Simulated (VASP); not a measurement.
Crystal: Cu3N.

```
CELL_PARAMETERS angstrom
3.82884 0.00000 0.00000
0.00000 3.82884 0.00000
0.00000 0.00000 3.82884
ATOMIC_POSITIONS crystal
Cu 0.50000 0.00000 0.00000
Cu 0.00000 0.50000 0.00000
Cu 0.00000 0.00000 0.50000
N 0.00000 0.00000 0.00000
```

* Program: VASP 6.6.1
* Task: relaxation of cell and atoms
* Functional: PBEsol
* Potentials or basis: VASP PAW PBE potentials, release 64 (Cu, N)
* Cutoff: 600 eV
* k mesh: 6 × 6 × 6
* Occupations: fermi-dirac, width 0.02 eV
* Spin: no spin polarisation

At the start: pressure -5.3 GPa; volume 14.03 Å³/atom.

**Question.** Where does the relaxation end?

**Answer.** Over 3 steps the energy falls by 10.6 meV/atom and the volume is 13.42 Å³/atom (-4.4 %); space group Pm-3m (No. 221, to 0.1 Å) before and after.

The path:
```csv
step,energy change (eV),largest force (eV/Å),pressure (GPa),volume (Å³)
1,0.0000,0.0000,-5.33,56.13
2,-0.0305,0.0000,3.16,52.42
3,-0.0425,0.0000,0.02,53.67
```

Final structure:
```
Cu N
1.0
     3.77198    0.00000    0.00000
     0.00000    3.77198    0.00000
     0.00000    0.00000    3.77198
Cu N
3 1
Direct
  0.50000 0.00000 0.00000
  0.00000 0.50000 0.00000
  0.00000 0.00000 0.50000
  0.00000 0.00000 0.00000
```

Caveat: the PAW data sets were made with another functional, which shifts forces and pressure a little.
